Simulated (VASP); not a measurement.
# KZnF3 (Pm-3m) in VASP: further runs

KZnF3 is run at these levels: PBE, r2SCAN; tasks: single point.

Program: VASP 6.6.1. These are calculated values, not measurements. Logs are shortened: lines on timing, memory, paths and dates and some standing lists are left out, and cuts for length are marked.

## (1) The cell of the first run

Symmetry: Pm-3m, No. 221, cubic system. Conventional cell: a = 4.046 Å, b = 4.046 Å, c = 4.046 Å, α = 90.00°, β = 90.00°, γ = 90.00°. Within 3.8 Å of K (site symmetry m-3m) lie 12 F at 2.86 Å and 8 Zn at 3.50 Å. Within 2.7 Å of Zn (site symmetry m-3m) lie 6 F at 2.02 Å. Within 2.7 Å of F (site symmetry 4/mmm) lie 2 Zn at 2.02 Å.

## (2) Single point, PBE

File INCAR:

```
SYSTEM = KZnF3
ALGO = Normal
EDIFF = 1E-6
ENCUT = 520
GGA = PE
ISIF = 2
ISMEAR = -1
LASPH = .TRUE.
LCHARG = .FALSE.
LREAL = .FALSE.
LWAVE = .FALSE.
NBANDS = 29
NELM = 60
PREC = Accurate
SIGMA = 0.02
```

File KPOINTS:

```
k-points
0
G
  6 6 6
  0 0 0
```

File POSCAR:

```
KZnF3
1.0
    4.0461680185      0.0000000000      0.0000000000
    0.0000000000      4.0461680185      0.0000000000
    0.0000000000      0.0000000000      4.0461680185
K Zn F
1 1 3
Direct
    0.0000000000      0.0000000000      0.0000000000
    0.5000000000      0.5000000000      0.5000000000
    0.5000000000      0.5000000000      0.0000000000
    0.0000000000      0.5000000000      0.5000000000
    0.5000000000      0.0000000000      0.5000000000
```

Potentials or basis: VASP PAW PBE potentials, release 64 (K_sv, Zn, F).

Command:

```console
> cat potpaw_PBE.64/K_sv/POTCAR potpaw_PBE.64/Zn/POTCAR potpaw_PBE.64/F/POTCAR > POTCAR
> mpirun -np 1 vasp_std > vasp.out
```

OUTCAR:

```text
SYSTEM = KZnF3
   EDIFF = 1E-6
   ENCUT = 520
   GGA = PE
   ISIF = 2
   ISMEAR = -1
   LASPH = .TRUE.
   LREAL = .FALSE.
   NELM = 60
   PREC = Accurate

 ion  position               nearest neighbor table
   1  0.000  0.000  0.000-
   2  0.500  0.500  0.500-   3 2.02   4 2.02   5 2.02   3 2.02   5 2.02   4 2.02
   3  0.500  0.500  0.000-   2 2.02   2 2.02
   4  0.000  0.500  0.500-   2 2.02   2 2.02
   5  0.500  0.000  0.500-   2 2.02   2 2.02

  LATTYP: Found a simple cubic cell.
 ALAT       =     4.0461680185

  Lattice vectors:

 A1 = (   4.0461680185,   0.0000000000,   0.0000000000)
 A2 = (   0.0000000000,   4.0461680185,   0.0000000000)
 A3 = (   0.0000000000,   0.0000000000,   4.0461680185)

Analysis of symmetry for initial positions (statically):
=====================================================================
 Subroutine PRICEL returns:
 Original cell was already a primitive cell.

 Routine SETGRP: Setting up the symmetry group for a
 simple cubic supercell.

 Subroutine GETGRP returns: Found 48 space group operations
 (whereof 48 operations were pure point group operations)
 out of a pool of 48 trial point group operations.

The static configuration has the point symmetry O_h .

Analysis of symmetry for dynamics (positions and initial velocities):
=====================================================================
 Subroutine PRICEL returns:
 Original cell was already a primitive cell.

 Routine SETGRP: Setting up the symmetry group for a
 simple cubic supercell.

 Subroutine GETGRP returns: Found 48 space group operations
 (whereof 48 operations were pure point group operations)
 out of a pool of 48 trial point group operations.

The dynamic configuration has the point symmetry O_h .

 Subroutine INISYM returns: Found 48 space group operations
 (whereof 48 operations are pure point group operations),
 and found     1 'primitive' translations

----------------------------------------------------------------------------------------

                                     Primitive cell

  volume of cell :      66.2417

  direct lattice vectors                    reciprocal lattice vectors
     4.046168019  0.000000000  0.000000000     0.247147423  0.000000000  0.000000000
     0.000000000  4.046168019  0.000000000     0.000000000  0.247147423  0.000000000
     0.000000000  0.000000000  4.046168019     0.000000000  0.000000000  0.247147423

  length of vectors
[... 82 lines left out ...]
   NELM   =     60;   NELMIN=  2; NELMDL= -5     # of ELM steps
   EDIFF  = 0.1E-05   stopping-criterion for ELM
   LREAL  =      F    real-space projection
   EDIFFG = 0.1E-04   stopping-criterion for IOM
   NSW    =      0    number of steps for IOM
   IBRION =     -1    ionic relax: 0-MD 1-quasi-New 2-CG
   NFREE  =      0    steps in history (QN), initial steepest desc. (CG)
   ISIF   =      2    stress and relaxation
   ISYM   =      2    0-nonsym 1-usesym 2-fastsym
   POTIM  = 0.5000    time-step for ionic-motion
   TEBEG  =    0.0;   TEEND  =   0.0 temperature during run
   PSTRESS=    0.0 pullay stress
   NELECT =      42.0000    total number of electrons
   NUPDOWN=      -1.0000    fix difference up-down
   EMIN   =  10.00;   EMAX   =-10.00  energy-range for DOS
   EFERMI =   0.00;   METHOD = LEGACY
   ISMEAR =    -1;   SIGMA  =   0.02  broadening in eV -4-tet -1-fermi 0-gaus
   EFERMI_NEDOS =   21; number of points for ismear=-14 and -15
   IALGO  =     38    algorithm
   IMIX   =      4    mixing-type and parameters
     AMIX     =   0.40;   BMIX     =  1.00
     AMIX_MAG =   1.60;   BMIX_MAG =  1.00
  volume/ion in A,a.u.               =      13.25        89.40
  Fermi-wavevector in a.u.,A,eV,Ry     =   1.406417  2.657742 26.912432  1.978008
  Thomas-Fermi vector in A             =   2.528779
   LORBIT       =      0    0 simple, 1 ext, 2 COOP (PROOUT), +10 PAW based schemes
   GGA     = PE    functional components
   LHFCALC =     F    Hartree Fock is set to
   AEXX    =    0.0000 exact exchange contribution
   IVDW    =     0    specifies the selected vdW correction
   LEPSILON=     F    determine dielectric tensor
   LRPA    =     F    only Hartree local field effects (RPA)
 non-spin polarized calculation
  energy-cutoff  :      520.00
  volume of cell :       66.24
 maximum number of plane-waves:      1804
   NGX = 15   NGY = 15   NGZ = 15

 number of electron      41.9999980 magnetization

 Free energy of the ion-electron system (eV)
  ---------------------------------------------------
  ext. energy  EPLUGINS =         0.00000000
  ---------------------------------------------------
  free energy    TOTEN  =       -20.25840297 eV

  energy without entropy =      -20.25840297  energy(sigma->0) =      -20.25840297

 E-fermi :  -0.2233     XC(G=0):  -9.8937

 val. band max:       -0.7268400165   @ k =   0.5000   0.5000   0.5000
 cond. band min:       3.0733580075   @ k =   0.0000   0.0000   0.0000
 fundamental gap:      3.8001980240
 Fermi energy:        -0.2233284783

 k-point     1 :       0.0000    0.0000    0.0000
  band No.  band energies     occupation
      1     -27.8340      2.00000
      2     -22.3638      2.00000
      3     -21.7329      2.00000
      4     -21.7329      2.00000
      5     -11.3205      2.00000
      6     -11.3205      2.00000
[... 629 lines left out ...]
     28      11.7974      0.00000
     29      12.7853      0.00000

------------------------ aborting loop because EDIFF is reached ----------------------------------------

  FORCE on cell =-STRESS in cart. coord.  units (eV):
  Direction    XX          YY          ZZ          XY          YZ          ZX
  --------------------------------------------------------------------------------------
  -------------------------------------------------------------------------------------
  Total        2.1654667      2.1654667      2.1654667     -0.0000000     -0.0000000      0.0000000
  in kB       52.3757612     52.3757612     52.3757612     -0.0000000     -0.0000000      0.0000000
  external PRESSURE =      52.3757612 kB  Pullay stress =       0.0000000 kB

 VOLUME and BASIS-vectors are now :
 -----------------------------------------------------------------------------
  energy-cutoff  :      520.00
  volume of cell :       66.24
      direct lattice vectors                 reciprocal lattice vectors
     4.046168019  0.000000000  0.000000000     0.247147423  0.000000000  0.000000000
     0.000000000  4.046168019  0.000000000     0.000000000  0.247147423  0.000000000
     0.000000000  0.000000000  4.046168019     0.000000000  0.000000000  0.247147423

 POSITION                                       TOTAL-FORCE (eV/Angst)
 -----------------------------------------------------------------------------------
      0.00000      0.00000      0.00000         0.000000      0.000000      0.000000
      2.02308      2.02308      2.02308         0.000000      0.000000      0.000000
      2.02308      2.02308      0.00000         0.000000      0.000000      0.000000
      0.00000      2.02308      2.02308         0.000000      0.000000      0.000000
      2.02308      0.00000      2.02308         0.000000      0.000000      0.000000
 -----------------------------------------------------------------------------------
    total drift:                                0.000000      0.000000     -0.000000

  FREE ENERGIE OF THE ION-ELECTRON SYSTEM (eV)
  ---------------------------------------------------
  free  energy   TOTEN  =       -20.2584029683 eV

  energy  without entropy=      -20.2584029683  energy(sigma->0) =      -20.25840297
```

OSZICAR:

```text
N       E                     dE             d eps       ncg     rms          rms(c)
DAV:   1     0.436633836625E+03    0.43663E+03   -0.22521E+04  1168   0.175E+03
DAV:   2     0.180987411673E+02   -0.41854E+03   -0.39790E+03  1261   0.454E+02
DAV:   3    -0.214488796492E+02   -0.39548E+02   -0.39247E+02  1374   0.144E+02
DAV:   4    -0.224863660140E+02   -0.10375E+01   -0.10344E+01  1783   0.212E+01
DAV:   5    -0.224989858126E+02   -0.12620E-01   -0.12609E-01  1426   0.197E+00    0.115E+01
DAV:   6    -0.202252416841E+02    0.22737E+01   -0.63999E+00  1641   0.346E+01    0.707E+00
DAV:   7    -0.202822802474E+02   -0.57039E-01   -0.13701E+00  1280   0.729E+00    0.453E+00
DAV:   8    -0.202941986927E+02   -0.11918E-01   -0.46014E-01  1539   0.127E+01    0.154E+00
DAV:   9    -0.202596121436E+02    0.34587E-01   -0.84063E-02  1722   0.836E+00    0.472E-01
DAV:  10    -0.202583048289E+02    0.13073E-02   -0.48939E-02  1663   0.460E+00    0.221E-01
DAV:  11    -0.202585032981E+02   -0.19847E-03   -0.77408E-03  1296   0.796E-01    0.120E-01
DAV:  12    -0.202585511481E+02   -0.47850E-04   -0.36246E-04  1296   0.155E-01    0.101E-01
DAV:  13    -0.202583947679E+02    0.15638E-03   -0.92157E-04  1703   0.944E-01    0.174E-02
DAV:  14    -0.202584039207E+02   -0.91528E-05   -0.12492E-04  1539   0.124E-01    0.107E-02
DAV:  15    -0.202584029683E+02    0.95236E-06   -0.66507E-06  1419   0.279E-02
   1 F= -.20258403E+02 E0= -.20258403E+02  d E =-.898182E-12
```

stdout:

```text
POSCAR found type information on POSCAR K ZnF
 POSCAR found :  3 types and       5 ions
 scaLAPACK will be used
 LDA part: xc-table for (Slater+PW92), standard interpolation
 POSCAR, INCAR and KPOINTS ok, starting setup
 FFT: planning ... GRIDC
 FFT: planning ... GRID_SOFT
 FFT: planning ... GRID
 WAVECAR not read
 entering main loop
```

Run time: 17 s. Hardware: 1 thread of Intel Xeon 6975P-C (Granite Rapids), shared host; peak memory 0.18 GiB.

What came out:

| Item | Value |
| --- | --- |
| Free energy | -20.2584 eV |
| Pressure | 5.2 GPa |
| Band gap on the k mesh | 3.80 eV, indirect (least direct gap 5.67 eV) |

A k mesh can miss the band edges. Expect the measured gap to be larger: semilocal functionals such as PBE lack the derivative discontinuity.

## (3) Single point, PBE (strain +1.6%)

File INCAR:

```
SYSTEM = KZnF3
  PREC = Accurate
  ENCUT = 520
  EDIFF = 1E-6
  ISMEAR = -1
  SIGMA = 0.02
  LREAL = .FALSE.
  LASPH = .TRUE.
  NELM = 100
  ALGO = Normal
  ISIF = 2
  LWAVE = .FALSE.
  LCHARG = .TRUE.
  GGA = PE
  LELF = .TRUE.
  LVHAR = .TRUE.
  NBANDS = 29
```

File KPOINTS:

```
regular mesh
0
G
  6 6 6
  0 0 0
```

Changes to POSCAR since step 2:

```diff
@@ -2,5 +2,5 @@
 1.0
-    4.0461680185      0.0000000000      0.0000000000
-    0.0000000000      4.0461680185      0.0000000000
-    0.0000000000      0.0000000000      4.0461680185
+    4.1125251740      0.0000000000      0.0000000000
+    0.0000000000      4.1125251740      0.0000000000
+    0.0000000000      0.0000000000      4.1125251740
 K Zn F
```

Potentials or basis: VASP PAW PBE potentials, release 64 (K_sv, Zn, F).

Command:

```console
> cat potpaw_PBE.64/K_sv/POTCAR potpaw_PBE.64/Zn/POTCAR potpaw_PBE.64/F/POTCAR > POTCAR
> mpirun -np 1 vasp_std > vasp.out
```

Run time: 15 s. Hardware: 1 thread of Intel Xeon 6975P-C (Granite Rapids), shared host; peak memory 0.19 GiB.

It converged, with:

```
Free energy            : -20.3272 eV
Pressure               : 1.1 GPa
Band gap on the k mesh : 3.68 eV, indirect (least direct gap 5.27 eV)
```

Levels at points of the mesh, in eV from the valence-band top:
```
           k point  band 19  band 20  band 21  band 22  band 23  band 24
(0.00, 0.00, 0.00)    -1.60    -1.60    -1.60     3.68     8.88     8.88
(0.50, 0.00, 0.00)    -1.55    -1.51    -1.51     6.34     8.26     9.78
(0.50, 0.50, 0.00)    -1.60    -1.26     0.00     7.84    10.00    10.00
(0.50, 0.50, 0.50)    -1.24     0.00     0.00     8.48     8.48     8.48
```

Caveat: the cell differs from its parent crystal (strain +1.6%). A k mesh can miss the band edges.

## (4) Single point, r2SCAN

Changes to POSCAR since step 3:

```diff
@@ -2,5 +2,5 @@
 1.0
-    4.1125251740      0.0000000000      0.0000000000
-    0.0000000000      4.1125251740      0.0000000000
-    0.0000000000      0.0000000000      4.1125251740
+    4.0461680185      0.0000000000      0.0000000000
+    0.0000000000      4.0461680185      0.0000000000
+    0.0000000000      0.0000000000      4.0461680185
 K Zn F
```

File INCAR.step1:

```
PREC = Accurate
ENCUT = 520
ISMEAR = 0
SIGMA = 0.01
LREAL = False
LASPH = True
NELM = 60
NBANDS = 29
GGA = PE
ALGO = Normal
EDIFF = 1E-4
LWAVE = True
LCHARG = False
```

File INCAR.step2:

```
PREC = Accurate
ENCUT = 520
EDIFF = 1E-6
ISMEAR = 0
SIGMA = 0.01
LREAL = False
LASPH = True
NELM = 60
ALGO = Normal
ISIF = 2
LWAVE = False
LCHARG = False
METAGGA = R2SCAN
LMIXTAU = True
NBANDS = 29
ISTART = 1
```

File KPOINTS:

```
Automatic mesh
0
Gamma
  6 6 6
```

Potentials or basis: VASP PAW PBE potentials, release 64 (K_sv, Zn, F).

Command:

```console
> cat potpaw_PBE.64/K_sv/POTCAR potpaw_PBE.64/Zn/POTCAR potpaw_PBE.64/F/POTCAR > POTCAR
> cp INCAR.step1 INCAR
> mpirun -np 1 vasp_std > vasp.out
> cp INCAR.step2 INCAR
> mpirun -np 1 vasp_std > vasp.out
```

OUTCAR:

```text
PREC = Accurate
   ENCUT = 520
   EDIFF = 1E-6
   ISMEAR = 0
   LREAL = False
   LASPH = True
   NELM = 60
   ISIF = 2
   METAGGA = R2SCAN
   ISTART = 1

 ion  position               nearest neighbor table
   1  0.000  0.000  0.000-
   2  0.500  0.500  0.500-   3 2.02   4 2.02   5 2.02   3 2.02   5 2.02   4 2.02
   3  0.500  0.500  0.000-   2 2.02   2 2.02
   4  0.000  0.500  0.500-   2 2.02   2 2.02
   5  0.500  0.000  0.500-   2 2.02   2 2.02

  LATTYP: Found a simple cubic cell.
 ALAT       =     4.0461680185

  Lattice vectors:

 A1 = (   4.0461680185,   0.0000000000,   0.0000000000)
 A2 = (   0.0000000000,   4.0461680185,   0.0000000000)
 A3 = (   0.0000000000,   0.0000000000,   4.0461680185)

Analysis of symmetry for initial positions (statically):
=====================================================================
 Subroutine PRICEL returns:
 Original cell was already a primitive cell.

 Routine SETGRP: Setting up the symmetry group for a
[... 166 lines left out ...]

  energy without entropy =      -38.35587644  energy(sigma->0) =      -38.35587644

 E-fermi :  -1.1291     XC(G=0): -10.4891

 val. band max:       -1.2077991666   @ k =   0.5000   0.5000   0.5000
 cond. band min:       3.3782101358   @ k =   0.0000   0.0000   0.0000
 fundamental gap:      4.5860093024
 Fermi energy:        -1.1291339948

 k-point     1 :       0.0000    0.0000    0.0000
  band No.  band energies     occupation
      1     -29.3995      2.00000
      2     -24.0785      2.00000
      3     -23.4777      2.00000
      4     -23.4777      2.00000
      5     -12.1209      2.00000
      6     -12.1209      2.00000
[... 629 lines left out ...]
     28      12.1077      0.00000
     29      13.1445      0.00000

------------------------ aborting loop because EDIFF is reached ----------------------------------------

  FORCE on cell =-STRESS in cart. coord.  units (eV):
  Direction    XX          YY          ZZ          XY          YZ          ZX
  --------------------------------------------------------------------------------------
  -------------------------------------------------------------------------------------
  Total        0.1186659      0.1186659      0.1186659     -0.0000000      0.0000000      0.0000000
  in kB        2.8701515      2.8701515      2.8701515     -0.0000000      0.0000000      0.0000000
  external PRESSURE =       2.8701515 kB  Pullay stress =       0.0000000 kB

 VOLUME and BASIS-vectors are now :
 -----------------------------------------------------------------------------
  energy-cutoff  :      520.00
  volume of cell :       66.24
      direct lattice vectors                 reciprocal lattice vectors
     4.046168019  0.000000000  0.000000000     0.247147423  0.000000000  0.000000000
     0.000000000  4.046168019  0.000000000     0.000000000  0.247147423  0.000000000
     0.000000000  0.000000000  4.046168019     0.000000000  0.000000000  0.247147423

 POSITION                                       TOTAL-FORCE (eV/Angst)
 -----------------------------------------------------------------------------------
      0.00000      0.00000      0.00000         0.000000      0.000000      0.000000
      2.02308      2.02308      2.02308         0.000000      0.000000      0.000000
      2.02308      2.02308      0.00000         0.000000      0.000000      0.000000
      0.00000      2.02308      2.02308         0.000000      0.000000      0.000000
      2.02308      0.00000      2.02308         0.000000      0.000000      0.000000
 -----------------------------------------------------------------------------------
    total drift:                                0.000000      0.000000     -0.000000

  FREE ENERGIE OF THE ION-ELECTRON SYSTEM (eV)
  ---------------------------------------------------
  free  energy   TOTEN  =       -38.3558764367 eV

  energy  without entropy=      -38.3558764367  energy(sigma->0) =      -38.35587644
```

OUTCAR.step1:

```text
PREC = Accurate
   ENCUT = 520
   ISMEAR = 0
   LREAL = False
   LASPH = True
[... 864 lines left out ...]
      2.02308      2.02308      2.02308         0.000000      0.000000      0.000000
      2.02308      2.02308      0.00000         0.000000      0.000000      0.000000
      0.00000      2.02308      2.02308         0.000000      0.000000      0.000000
      2.02308      0.00000      2.02308         0.000000      0.000000      0.000000
 -----------------------------------------------------------------------------------
    total drift:                                0.000000      0.000000     -0.000000

  FREE ENERGIE OF THE ION-ELECTRON SYSTEM (eV)
  ---------------------------------------------------
  free  energy   TOTEN  =       -20.2585510934 eV

  energy  without entropy=      -20.2585510934  energy(sigma->0) =      -20.25855109
```

OSZICAR.step1:

```text
N       E                     dE             d eps       ncg     rms          rms(c)
DAV:   1     0.436636331275E+03    0.43664E+03   -0.22521E+04  1168   0.175E+03
DAV:   2     0.180987411673E+02   -0.41854E+03   -0.39809E+03  1261   0.454E+02
DAV:   3    -0.214488796492E+02   -0.39548E+02   -0.39247E+02  1374   0.144E+02
DAV:   4    -0.224863660140E+02   -0.10375E+01   -0.10344E+01  1783   0.212E+01
DAV:   5    -0.224989858126E+02   -0.12620E-01   -0.12609E-01  1426   0.197E+00    0.115E+01
DAV:   6    -0.202252416839E+02    0.22737E+01   -0.63999E+00  1641   0.346E+01    0.707E+00
DAV:   7    -0.202822802474E+02   -0.57039E-01   -0.13701E+00  1280   0.729E+00    0.453E+00
DAV:   8    -0.202941986928E+02   -0.11918E-01   -0.46014E-01  1539   0.127E+01    0.154E+00
DAV:   9    -0.202596121435E+02    0.34587E-01   -0.84063E-02  1722   0.836E+00    0.472E-01
DAV:  10    -0.202583048288E+02    0.13073E-02   -0.48939E-02  1663   0.460E+00    0.221E-01
DAV:  11    -0.202585032981E+02   -0.19847E-03   -0.77408E-03  1296   0.796E-01    0.120E-01
DAV:  12    -0.202585510934E+02   -0.47795E-04   -0.36191E-04  1227   0.155E-01
   1 F= -.20258551E+02 E0= -.20258551E+02  d E =-.487648E-36
```

Wall time 59 s (1 thread of Intel Xeon 6975P-C (Granite Rapids), shared host); peak memory 0.19 GiB.

What came out:

| Property | Result |
| --- | --- |
| Free energy | -38.3559 eV |
| Pressure | 0.3 GPa |
| Band gap on the k mesh | 4.59 eV, indirect (least direct gap 6.59 eV) |

Caveat: the PAW data sets were made with another functional, which shifts forces and pressure a little. r2SCAN opens gaps a little over a GGA but as a rule still falls short of measured ones.

(Continued in part 2 of 2.)
